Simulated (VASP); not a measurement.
# Ga (C2/c) in VASP: a series of runs

The runs below take Ga through single point, with LDA.

All numbers are computed with VASP 6.6.1; they aren't measurements. Logs are shortened: lines on timing, memory, paths and dates and some standing lists are left out, and cuts for length are marked.

**1. The cell of the first run**

Symmetry: C2/c, No. 15, monoclinic system. The conventional cell has a = 4.467 Å, b = 7.491 Å, c = 3.832 Å, α = 90.00°, β = 108.54°, γ = 90.00°. Ga (site symmetry 1) has 8 Ga at 2.19 to 2.90 Å within 2.9 Å.

**2. Single point, LDA (engineering shear strain xz -0.3000, normal strain along z -0.1500)**

INCAR reads:

```
PREC = Accurate
ENCUT = 520
EDIFF = 1E-7
ISMEAR = 0
SIGMA = 0.15
LREAL = F
LASPH = T
NELM = 100
ALGO = Fast
ISIF = 2
LWAVE = F
LCHARG = F
GGA = CA
NBANDS = 34
```

KPOINTS reads:

```
Automatic mesh
0
Gamma
  10 10 10
```

POSCAR reads:

```
Ga
1.0
    2.2085777266     -3.7454996903     -0.3312866590
    2.2085777266      3.7454996903     -0.3312866590
   -0.6658609293      0.0000000000      3.7732119326
Ga
4
Direct
    0.1560190462      0.8439809538      0.0845038705
    0.6560190462      0.3439809538      0.4154961295
    0.8439809538      0.1560190462      0.9154961295
    0.3439809538      0.6560190462      0.5845038705
```

Potentials or basis: VASP PAW LDA potentials, release 64 (Ga_d).

The run is started by

```
> cat potpaw_LDA.64/Ga_d/POTCAR > POTCAR
> mpirun -np 1 vasp_std > vasp.out
```

OUTCAR:

```text
PREC = Accurate
   ENCUT = 520
   EDIFF = 1E-7
   ISMEAR = 0
   LREAL = F
   LASPH = T
   NELM = 100
   ISIF = 2
   GGA = CA

 ion  position               nearest neighbor table
   1  0.156  0.844  0.085-   2 2.19   4 2.38   4 2.38   3 2.43   3 2.54   2 2.81   3 2.88   2 2.90

   2  0.656  0.344  0.415-   1 2.19   3 2.38   3 2.38   4 2.43   4 2.54   1 2.81   4 2.88   1 2.90

   3  0.844  0.156  0.915-   4 2.19   2 2.38   2 2.38   1 2.43   1 2.54   4 2.81   1 2.88   4 2.90

   4  0.344  0.656  0.585-   3 2.19   1 2.38   1 2.38   2 2.43   2 2.54   3 2.81   2 2.88   3 2.90

  LATTYP: Found a base centered monoclinic cell.
 ALAT       =     4.4665720300
 B/A-ratio  =     1.6771249473
 C/A-ratio  =     0.8578198030
 COS(beta)  =    -0.3179458735

  Lattice vectors:

 A1 = (   2.2085777266,  -3.7454996903,  -0.3312866590)
 A2 = (   2.2085777266,   3.7454996903,  -0.3312866590)
 A3 = (  -0.6658609293,   0.0000000000,   3.7732119326)

Analysis of symmetry for initial positions (statically):
=====================================================================
 Subroutine PRICEL returns:
 Original cell was already a primitive cell.

 Routine SETGRP: Setting up the symmetry group for a
 base centered monoclinic supercell.

 Subroutine GETGRP returns: Found  4 space group operations
 (whereof  2 operations were pure point group operations)
 out of a pool of  4 trial point group operations.

The static configuration has the point symmetry S_2 .
 The point group associated with its full space group is C_2h.

Analysis of symmetry for dynamics (positions and initial velocities):
=====================================================================
 Subroutine PRICEL returns:
 Original cell was already a primitive cell.

 Routine SETGRP: Setting up the symmetry group for a
 base centered monoclinic supercell.

 Subroutine GETGRP returns: Found  4 space group operations
 (whereof  2 operations were pure point group operations)
 out of a pool of  4 trial point group operations.

The dynamic configuration has the point symmetry S_2 .
 The point group associated with its full space group is C_2h.

 Subroutine INISYM returns: Found  4 space group operations
 (whereof  2 operations are pure point group operations),
 and found     1 'primitive' translations

----------------------------------------------------------------------------------------

                                     Primitive cell

  volume of cell :      60.7733

  direct lattice vectors                    reciprocal lattice vectors
     2.208577727 -3.745499690 -0.331286659     0.232545660 -0.133493537  0.041037469
     2.208577727  3.745499690 -0.331286659     0.232545660  0.133493537  0.041037469
    -0.665860929  0.000000000  3.773211933     0.040834852  0.000000000  0.272232345

  length of vectors
     4.360772220  4.360772220  3.831513939     0.271260175  0.271260175  0.275277923

  position of ions in fractional coordinates (direct lattice)
     0.156019046  0.843980954  0.084503871
     0.656019046  0.343980954  0.415496129
     0.843980954  0.156019046  0.915496129
     0.343980954  0.656019046  0.584503871

  ion indices of the primitive-cell ions
   primitive index   ion index
                 1           1
                 2           2
                 3           3
                 4           4

----------------------------------------------------------------------------------------

 KPOINTS: Automatic mesh

Automatic generation of k-mesh.
 Grid dimensions read from file:
 generate k-points for:   10   10   10

 Generating k-lattice:

  Cartesian coordinates                     Fractional coordinates (reciprocal lattice)
     0.023254566 -0.013349354  0.004103747     0.100000000  0.000000000 -0.000000000
     0.023254566  0.013349354  0.004103747     0.000000000  0.100000000 -0.000000000
     0.004083485  0.000000000  0.027223234    -0.000000000 -0.000000000  0.100000000

  Length of vectors
     0.027126017  0.027126017  0.027527792

  Shift w.r.t. Gamma in fractional coordinates (k-lattice)
     0.000000000  0.000000000  0.000000000

 Subroutine IBZKPT returns following result:
 ===========================================

 Found    282 irreducible k-points:

 Following reciprocal coordinates:
            Coordinates               Weight
  0.000000  0.000000  0.000000      1.000000
  0.100000  0.000000  0.000000      4.000000
  0.200000  0.000000  0.000000      4.000000
  0.300000 -0.000000  0.000000      4.000000
  0.400000  0.000000 -0.000000      4.000000
  0.500000  0.000000  0.000000      2.000000
[... 16 lines left out ...]
  0.300000  0.300000  0.000000      2.000000
  0.400000  0.300000  0.000000      4.000000
 [... further k-points ...]
   k-points           NKPTS =    282   k-points in BZ     NKDIM =    282   number of bands    NBANDS=     34
   number of dos      NEDOS =    301   number of ions     NIONS =      4
   total plane-waves  NPLWV =  28672
   dimension x,y,z NGX =    32 NGY =   32 NGZ =   28
   dimension x,y,z NGXF=    64 NGYF=   64 NGZF=   56
   ions per type =               4
   NGX,Y,Z   is equivalent  to a cutoff of  12.20, 12.20, 12.15 a.u.
   NGXF,Y,Z  is equivalent  to a cutoff of  24.40, 24.40, 24.30 a.u.
 SYSTEM =  unknown system
   PREC   = accura    normal or accurate (medium, high low for compatibility)
   ISTART =      0    job   : 0-new  1-cont  2-samecut
   ICHARG =      2    charge: 1-file 2-atom 10-const
   ISPIN  =      1    spin polarized calculation?
   LNONCOLLINEAR =      F non collinear calculations
   LSORBIT =      F    spin-orbit coupling
   LASPH  =      T    aspherical Exc in radial PAW
   ENCUT  =  520.0 eV  38.22 Ry    6.18 a.u.   8.11  8.11  7.12*2*pi/ulx,y,z
   NELM   =    100;   NELMIN=  2; NELMDL= -5     # of ELM steps
   EDIFF  = 0.1E-06   stopping-criterion for ELM
   LREAL  =      F    real-space projection
   EDIFFG = 0.1E-05   stopping-criterion for IOM
   NSW    =      0    number of steps for IOM
   IBRION =     -1    ionic relax: 0-MD 1-quasi-New 2-CG
   NFREE  =      0    steps in history (QN), initial steepest desc. (CG)
   ISIF   =      2    stress and relaxation
   ISYM   =      2    0-nonsym 1-usesym 2-fastsym
   POTIM  = 0.5000    time-step for ionic-motion
   TEBEG  =    0.0;   TEEND  =   0.0 temperature during run
   PSTRESS=    0.0 pullay stress
   NELECT =      52.0000    total number of electrons
   NUPDOWN=      -1.0000    fix difference up-down
   EMIN   =  10.00;   EMAX   =-10.00  energy-range for DOS
   EFERMI =   0.00;   METHOD = LEGACY
   ISMEAR =     0;   SIGMA  =   0.15  broadening in eV -4-tet -1-fermi 0-gaus
   EFERMI_NEDOS =   21; number of points for ismear=-14 and -15
   IALGO  =     68    algorithm
   IMIX   =      4    mixing-type and parameters
     AMIX     =   0.40;   BMIX     =  1.00
     AMIX_MAG =   1.60;   BMIX_MAG =  1.00
  volume/ion in A,a.u.               =      15.19       102.53
  Fermi-wavevector in a.u.,A,eV,Ry     =   1.554193  2.937000 32.865102  2.415517
  Thomas-Fermi vector in A             =   2.658315
   LORBIT       =      0    0 simple, 1 ext, 2 COOP (PROOUT), +10 PAW based schemes
   GGA     = CA    functional components
   LHFCALC =     F    Hartree Fock is set to
   AEXX    =    0.0000 exact exchange contribution
   IVDW    =     0    specifies the selected vdW correction
   LEPSILON=     F    determine dielectric tensor
   LRPA    =     F    only Hartree local field effects (RPA)
 non-spin polarized calculation
 RMM-DIIS sequential band-by-band and
 Gauss-broadening in eV      SIGMA  =   0.15
  energy-cutoff  :      520.00
  volume of cell :       60.77
 maximum number of plane-waves:      1650
   NGX = 17   NGY = 17   NGZ = 15

 number of electron      51.9999977 magnetization

 Free energy of the ion-electron system (eV)
  ---------------------------------------------------
  ext. energy  EPLUGINS =         0.00000000
  ---------------------------------------------------
  free energy    TOTEN  =       -12.25485911 eV

  energy without entropy =      -12.23866802  energy(sigma->0) =      -12.24676356

 E-fermi :   7.4748     XC(G=0): -12.2762

 val. band max:        7.4708159782   @ k =   0.2000   0.2000   0.1000
 cond. band min:       7.4752161563   @ k =   0.4000   0.1000   0.2000
 fundamental gap:      0.0044001780
 Fermi energy:         7.4748209547

 k-point     1 :       0.0000    0.0000    0.0000
  band No.  band energies     occupation
      1      -8.7439      2.00000
      2      -8.6617      2.00000
      3      -8.5612      2.00000
      4      -8.4924      2.00000
      5      -8.4461      2.00000
      6      -8.4108      2.00000
[... 26 lines left out ...]
     33      14.2903      0.00000
     34      18.2257      0.00000

 k-point     2 :       0.1000    0.0000    0.0000
  band No.  band energies     occupation
      1      -8.7417      2.00000
      2      -8.6641      2.00000
      3      -8.5672      2.00000
      4      -8.4919      2.00000
      5      -8.4282      2.00000
      6      -8.4209      2.00000
[... 26 lines left out ...]
     33      14.8428      0.00000
     34      16.7438      0.00000

 k-point     3 :       0.2000    0.0000    0.0000
  band No.  band energies     occupation
      1      -8.7376      2.00000
      2      -8.6721      2.00000
      3      -8.5606      2.00000
      4      -8.4957      2.00000
      5      -8.4388      2.00000
      6      -8.3972      2.00000
[... 26 lines left out ...]
     33      15.1721      0.00000
     34      16.5583      0.00000
[... 704 lines left out ...]
 k-point    23 :       0.3000    0.3000    0.0000
  band No.  band energies     occupation
      1      -8.7254      2.00000
      2      -8.6867      2.00000
      3      -8.5800      2.00000
      4      -8.5407      2.00000
      5      -8.4466      2.00000
      6      -8.4418      2.00000
[... 26 lines left out ...]
     33      15.2424      0.00000
     34      17.0475      0.00000

 k-point    24 :       0.4000    0.3000    0.0000
  band No.  band energies     occupation
      1      -8.7274      2.00000
      2      -8.7062      2.00000
      3      -8.5773      2.00000
      4      -8.5291      2.00000
      5      -8.4854      2.00000
      6      -8.4440      2.00000
[... 26 lines left out ...]
     33      15.6740      0.00000
     34      16.3367      0.00000

 [... further k-points ...]
[... 5 lines left out ...]
  --------------------------------------------------------------------------------------
  -------------------------------------------------------------------------------------
  Total       15.8074001      6.8517622     11.6736950      0.0000000      0.0000000      5.8352073
  in kB      416.7333932    180.6342648    307.7557663      0.0000000      0.0000000    153.8346435
  external PRESSURE =     301.7078081 kB  Pullay stress =       0.0000000 kB

 VOLUME and BASIS-vectors are now :
 -----------------------------------------------------------------------------
  energy-cutoff  :      520.00
  volume of cell :       60.77
      direct lattice vectors                 reciprocal lattice vectors
     2.208577727 -3.745499690 -0.331286659     0.232545660 -0.133493537  0.041037469
     2.208577727  3.745499690 -0.331286659     0.232545660  0.133493537  0.041037469
    -0.665860929  0.000000000  3.773211933     0.040834852  0.000000000  0.272232345

 POSITION                                       TOTAL-FORCE (eV/Angst)
 -----------------------------------------------------------------------------------
      2.15231      2.57676     -0.01244        -2.103327      1.228342     -1.019767
      1.93192     -1.16874      1.23647         2.103327      1.228342      1.019767
      1.59898     -2.57676      3.12307         2.103327     -1.228342      1.019767
      1.81938      1.16874      1.87417        -2.103327     -1.228342     -1.019767
 -----------------------------------------------------------------------------------
    total drift:                               -0.000000      0.000000      0.000000

  FREE ENERGIE OF THE ION-ELECTRON SYSTEM (eV)
  ---------------------------------------------------
  free  energy   TOTEN  =       -12.2548591139 eV

  energy  without entropy=      -12.2386680154  energy(sigma->0) =      -12.24676356
```

Run time: 16 min. Hardware: 1 thread of Oxide Virtual Turin-like, shared host; peak memory 0.43 GiB.

Results:

```yaml
Free_energy: -12.2549 eV
Pressure: 30.2 GPa
Largest_force: 2.641 eV/Å
Band_gap_on_the_k_mesh: zero (bands 26 and 27 overlap by 3.89 eV)
```

Forces on the atoms (eV/Å):
```
Ga  -2.103  1.228 -1.020
Ga   2.103  1.228  1.020
Ga   2.103 -1.228  1.020
Ga  -2.103 -1.228 -1.020
```

Caveat: the cell differs from its parent crystal (engineering shear strain xz -0.3000, normal strain along z -0.1500); the stress differs along the axes, from 18 to 42 GPa; forces of over 1 eV/Å act on the atoms, so gaps and moduli don't describe the material at rest.

**3. Single point, LDA (engineering shear strain xz -0.2250, normal strain along z -0.1500)**

INCAR reads:

```
SYSTEM = Ga
ALGO = Fast ; EDIFF = 1E-6
ENCUT = 520 ; GGA = CA
ISIF = 2 ; ISMEAR = 0
LASPH = .True. ; LCHARG = .False.
LREAL = .False. ; LWAVE = .False.
NBANDS = 34 ; NELM = 100
PREC = Accurate ; SIGMA = 0.15
```

KPOINTS reads:

```
k-points
0
Gamma
  10 10 10
  0 0 0
```

POSCAR reads:

```
Ga
1.0
    2.2085777266     -3.7454996903     -0.2484649942
    2.2085777266      3.7454996903     -0.2484649942
   -0.4993956970      0.0000000000      3.7732119326
Ga
4
Direct
    0.1560190462      0.8439809538      0.0845038705
    0.6560190462      0.3439809538      0.4154961295
    0.8439809538      0.1560190462      0.9154961295
    0.3439809538      0.6560190462      0.5845038705
```

Potentials or basis: VASP PAW LDA potentials, release 64 (Ga_d).

The run is started by

```
> cat potpaw_LDA.64/Ga_d/POTCAR > POTCAR
> mpirun -np 1 vasp_std > vasp.out
```

Run time: 13 min. Hardware: 1 thread of Oxide Virtual Turin-like, shared host; peak memory 0.43 GiB.

It converged, with:

* Free energy: -12.8222 eV
* Pressure: 25.0 GPa
* Largest force: 2.024 eV/Å
* Band gap on the k mesh: zero (bands 26 and 27 overlap by 3.61 eV)

Forces on the atoms (eV/Å):
```
Ga  -1.373  1.320 -0.686
Ga   1.373  1.320  0.686
Ga   1.373 -1.320  0.686
Ga  -1.373 -1.320 -0.686
```

Stress tensor (GPa, compression positive):
```
31.13  0.00 10.78
 0.00 15.42  0.00
10.78  0.00 28.59
```

Levels at points of the mesh, in eV from the Fermi level:
```csv
k point,band 24,band 25,band 26,band 27,band 28,band 29
"(0.00, 0.00, 0.00)",-2.68,-2.59,-2.21,-0.27,0.39,0.81
"(0.50, 0.00, 0.00)",-4.18,-1.99,0.53,1.78,4.52,4.76
"(0.50, 0.50, 0.00)",-4.49,-0.66,0.26,1.77,2.04,2.97
"(0.00, 0.00, 0.50)",-2.67,-0.83,-0.83,1.58,1.58,1.71
"(0.50, 0.00, 0.50)",-6.38,-3.28,-1.39,-0.74,1.19,5.25
"(0.50, 0.50, 0.50)",-6.33,-3.35,-3.35,0.51,0.51,6.85
```

Caveat: the cell differs from its parent crystal (engineering shear strain xz -0.2250, normal strain along z -0.1500); the stress differs along the axes, from 15 to 31 GPa; forces of over 1 eV/Å act on the atoms, so gaps and moduli don't describe the material at rest.

**4. Single point, LDA (engineering shear strain xz -0.1500, normal strain along z -0.1500)**

INCAR reads:

```
SYSTEM = Ga
PREC     = Accurate       ! precision mode
ENCUT    = 520            ! plane-wave cutoff, eV
EDIFF    = 1E-7           ! SCF threshold, eV
ISMEAR   = 0              ! smearing method
SIGMA    = 0.15           ! smearing width, eV
LREAL    = .FALSE.        ! projectors in reciprocal space
LASPH    = .TRUE.         ! aspherical terms in the spheres
NELM     = 60             ! most SCF steps
ALGO     = Fast           ! electronic algorithm
ISIF     = 2              ! what is computed and relaxed
LWAVE    = .FALSE.        ! write WAVECAR
LCHARG   = .TRUE.         ! write CHGCAR
LELF     = .TRUE.         ! ELF
LVHAR    = .TRUE.       
NBANDS   = 34             ! bands
```

KPOINTS reads:

```
regular mesh
0
G
  10 10 10
  0 0 0
```

POSCAR reads:

```
Ga
1.0
    2.2085777266     -3.7454996903     -0.1656433295
    2.2085777266      3.7454996903     -0.1656433295
   -0.3329304646      0.0000000000      3.7732119326
Ga
4
Direct
    0.1560190462      0.8439809538      0.0845038705
    0.6560190462      0.3439809538      0.4154961295
    0.8439809538      0.1560190462      0.9154961295
    0.3439809538      0.6560190462      0.5845038705
```

The run is started by

```
> cat potpaw_LDA.64/Ga_d/POTCAR > POTCAR
> mpirun -np 1 vasp_std > vasp.out
```

Wall time 9 min (1 thread of Oxide Virtual Turin-like, shared host); peak memory 0.43 GiB.

Results (log left out):

| Quantity | Value |
| --- | --- |
| Free energy | -13.2067 eV |
| Pressure | 21.7 GPa |
| Largest force | 1.590 eV/Å |
| Band gap on the k mesh | zero (bands 26 and 27 overlap by 2.93 eV) |

Forces in eV/Å, atoms in the order of the input:
```
Ga  -0.801  1.298 -0.448
Ga   0.801  1.298  0.448
Ga   0.801 -1.298  0.448
Ga  -0.801 -1.298 -0.448
```

Stress tensor (GPa, compression positive):
```
23.36  0.00  7.81
 0.00 12.57  0.00
 7.81  0.00 29.15
```

Levels at points of the mesh, in eV from the Fermi level:
| k point | band 22 | band 23 | band 24 | band 25 | band 26 | band 27 | band 28 | band 29 | band 30 | band 31 |
| --- | --- | --- | --- | --- | --- | --- | --- | --- | --- | --- |
| (0.00, 0.00, 0.00) | -3.24 | -2.95 | -2.86 | -2.79 | -2.04 | -0.05 | 0.29 | 0.73 | 4.41 | 6.67 |
| (0.50, 0.00, 0.00) | -10.32 | -4.50 | -4.12 | -1.54 | 0.68 | 1.43 | 4.10 | 4.85 | 5.20 | 5.73 |
| (0.50, 0.50, 0.00) | -8.66 | -4.91 | -4.69 | -0.68 | 0.24 | 1.90 | 2.80 | 2.82 | 3.79 | 7.02 |
| (0.00, 0.00, 0.50) | -10.23 | -1.99 | -1.99 | -0.56 | -0.56 | 0.92 | 0.92 | 1.75 | 1.75 | 3.56 |
| (0.50, 0.00, 0.50) | -7.92 | -6.88 | -6.66 | -2.92 | -1.68 | -0.39 | 0.89 | 5.90 | 6.83 | 8.97 |
| (0.50, 0.50, 0.50) | -8.50 | -6.07 | -6.07 | -2.92 | -2.92 | -0.36 | -0.36 | 7.35 | 7.35 | 8.35 |

Caveat: the cell differs from its parent crystal (engineering shear strain xz -0.1500, normal strain along z -0.1500); the stress differs along the axes, from 13 to 29 GPa; forces of over 1 eV/Å act on the atoms, so gaps and moduli don't describe the material at rest.

**5. Summary**

| cell | further INCAR settings | gap on the mesh (eV) | pressure (GPa) | largest force (eV/Å) |
| --- | --- | --- | --- | --- |
| a = 4.361, b = 4.361, c = 3.832 Å, angles 99.4, 99.4, 118.4°, 4 atoms | ALGO = Fast; EDIFF = 1e-07; NBANDS = 34 | none | 30.2 | 2.64 |
| a = 4.355, b = 4.355, c = 3.806 Å, angles 97.1, 97.1, 118.6°, 4 atoms | ALGO = Fast; EDIFF = 1e-06; NBANDS = 34 | none | 25.0 | 2.02 |
| a = 4.351, b = 4.351, c = 3.788 Å, angles 94.7, 94.7, 118.8°, 4 atoms | ALGO = Fast; EDIFF = 1e-07; NBANDS = 34 | none | 21.7 | 1.59 |

Alike in all rows: task single point; level LDA; potentials or basis VASP PAW LDA potentials, release 64 (Ga_d); no spin polarisation; k mesh 10 × 10 × 10; cutoff (eV) 520; smearing gaussian 0.15 eV.

Caveats: forces of over 1 eV/Å act on the atoms, so gaps and moduli don't describe the material at rest; the stress differs along the axes, from 18 to 42 GPa (at least some runs); the stress differs along the axes, from 15 to 31 GPa (at least some runs); the stress differs along the axes, from 13 to 29 GPa (at least some runs).

Total energies depend on the potentials used, so only differences within one code and one set of settings carry meaning.

The gap in the log of VASP goes by the Fermi energy; the results here count the filled bands.